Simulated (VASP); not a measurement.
Crystal: MgSe.

```
CELL_PARAMETERS angstrom
0.00000 2.72550 2.72550
2.72550 0.00000 2.72550
2.72550 2.72550 0.00000
ATOMIC_POSITIONS crystal
Mg 0.00000 0.00000 0.00000
Se 0.50000 0.50000 0.50000
```

Base run:

| Item | Value |
| --- | --- |
| Program | VASP 6.6.1 |
| Functional | PBEsol |
| Potentials or basis | VASP PAW PBE potentials, release 64 (Mg, Se) |
| Cutoff | 600 eV |
| k mesh | 8 × 8 × 8 |
| Occupations | fermi-dirac, width 0.02 eV |
| Spin | no spin polarisation |

Its results: band gap on the k mesh 1.76 eV, indirect (least direct gap 2.50 eV); pressure -0.1 GPa.

**Question.** The run is repeated on the same cell with these changes: functional from PBEsol to PBE; cutoff from 600 eV to 520 eV; further incar settings from ALGO = Normal; EDIFF = 1e-06; NBANDS = 11 to ALGO = Normal; EDIFF = 1e-08; NBANDS = 11. What comes out?

**Answer.** Band gap on the k mesh 1.80 eV, indirect (least direct gap 2.60 eV); pressure 1.9 GPa.

Caveats: the PAW data sets were made with another functional, which shifts forces and pressure a little (some runs).

A k mesh can miss the band edges.
